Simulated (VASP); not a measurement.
Here is a VASP 6.6.1 calculation.

INCAR

```
PREC = Accurate ; ENCUT = 520
EDIFF = 1E-6 ; ISMEAR = 0
SIGMA = 0.05 ; LREAL = F
LASPH = T ; NELM = 100
ALGO = Fast ; ISIF = 2
LWAVE = F ; LCHARG = F
GGA = PE ; NBANDS = 14
```

File KPOINTS:

```
Automatic mesh
0
Gamma
  12 12 6
```

Contents of POSCAR:

```
Na
1.0
    3.6369985118      0.0000000000      0.0000000000
   -1.8184992559      3.1497331048      0.0000000000
    0.0000000000      0.0000000000      5.9416216729
Na
2
Direct
    0.3333333333      0.6666666667      0.2500000000
    0.6666666667      0.3333333333      0.7500000000
```

Potentials or basis: VASP PAW PBE potentials, release 64 (Na_pv).

Command:

```sh
$ cat potpaw_PBE.64/Na_pv/POTCAR > POTCAR
$ mpirun -np 1 vasp_std > vasp.out
```

(1) Estimate the band gap on the k mesh.

(2) What does it give for the pressure?

## Answers

(1) zero (band 7 reaches 2.77 eV, above the bottom of band 8 at -1.78 eV).

(2) 0.7 GPa.
